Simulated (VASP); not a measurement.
A run of VASP 6.6.1 is set up as follows.

INCAR

```
PREC = Accurate
ENCUT = 520
EDIFF = 1E-7
ISMEAR = -1
SIGMA = 0.1
LREAL = F
LASPH = T
NELM = 80
ALGO = Normal
ISIF = 2
LWAVE = F
LCHARG = F
GGA = PE
NBANDS = 19
```

File KPOINTS:

```
Automatic mesh
0
Gamma
  10 10 5
```

POSCAR

```
TiTe2
1.0
    3.8389290397      0.0000000000      0.0000000000
   -1.9194645198      3.3246101224      0.0000000000
    0.0000000000      0.0000000000      6.6045435266
Ti Te
1 2
Direct
    0.0000000000      0.0000000000      0.0000000000
    0.6666666667      0.3333333333      0.2628000000
    0.3333333333      0.6666666667      0.7372000000
```

Potentials or basis: VASP PAW PBE potentials, release 64 (Ti_sv, Te).

The run is started by

```bash
$ cat potpaw_PBE.64/Ti_sv/POTCAR potpaw_PBE.64/Te/POTCAR > POTCAR
$ mpirun -np 1 vasp_std > vasp.out
```

Q: What does it give for the largest force?

A: 0.350 eV/Å.

Q: What does it give for the band gap on the k mesh?

A: Zero (band 12 reaches 6.64 eV, above the bottom of band 13 at 6.10 eV).

Q: Estimate the pressure.

A: -2.0 GPa.

Stress tensor (GPa, compression positive):
```
-2.14  0.00  0.00
 0.00 -2.14  0.00
 0.00  0.00 -1.58
```

Caveat: spin-orbit coupling is left out, which moves the levels of the heavy elements; this functional lacks dispersion, which binds the layers, so the pressure and a relaxed spacing across them are unreliable.
